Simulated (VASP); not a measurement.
Write the native input for VASP 6.6.1 that does the following.

```
Task                   : single point
Functional             : PBE
Potentials or basis    : VASP PAW PBE potentials, release 64 (Ge_d, W_sv)
Cutoff                 : 500 eV
k mesh                 : 6 × 6 × 6
Occupations            : gaussian, width 0.1 eV
Spin                   : no spin polarisation
Dipole correction      : no
Further INCAR settings : ALGO = Normal; EDIFF = 1e-06; NBANDS = 43
```

The structure of Ge2W3 lies in POSCAR:

```
Ge2W3
1.0
    2.3396396300      1.3507915700      4.9547325900
   -2.3396396300      1.3507915700      4.9547325900
    0.0000000000     -2.7015831400      4.9547325900
Ge W
2 3
Direct
    0.2000460000      0.2000460000      0.2000460000
    0.7999540000      0.7999540000      0.7999540000
    0.5957440100      0.5957440100      0.5957440100
    0.4042559900      0.4042559900      0.4042559900
    0.0000000000      0.0000000000      0.0000000000
```

The cell was generated, and may not be a known phase.

These files were run (other wordings do the same):

INCAR

```
SYSTEM = Ge2W3
PREC     = Accurate       ! precision mode
ENCUT    = 500            ! plane-wave cutoff, eV
EDIFF    = 1E-6           ! SCF threshold, eV
ISMEAR   = 0              ! smearing method
SIGMA    = 0.1            ! smearing width, eV
LREAL    = .FALSE.        ! projectors in reciprocal space
LASPH    = .TRUE.         ! aspherical terms in the spheres
NELM     = 120            ! most SCF steps
ALGO     = Normal         ! electronic algorithm
ISIF     = 2              ! what is computed and relaxed
LWAVE    = .FALSE.        ! write WAVECAR
LCHARG   = .FALSE.        ! write CHGCAR
GGA      = PE             ! functional
NBANDS   = 43             ! bands
GGA_COMPAT= .FALSE.
```

KPOINTS

```
regular mesh
0
G
  6 6 6
  0 0 0
```

Potentials or basis: VASP PAW PBE potentials, release 64 (Ge_d, W_sv).

Run with:

```console
$ cat potpaw_PBE.64/Ge_d/POTCAR potpaw_PBE.64/W_sv/POTCAR > POTCAR
$ mpirun -np 1 vasp_std > vasp.out
```

Results of the run:

The pressure is -22.6 GPa and the largest force is 0.241 eV/Å. The band gap on the k mesh is zero (bands 35 and 36 overlap by 0.45 eV).

Caveat: the stress differs along the axes, from -29 to -19 GPa; spin-orbit coupling is left out, which moves the levels of the heavy elements.

It took 2.5 min on 1 thread of Intel(R) Xeon(R) Platinum 8375C CPU @ 2.90GHz (Ice Lake), on a shared host, peak memory 0.28 GiB.
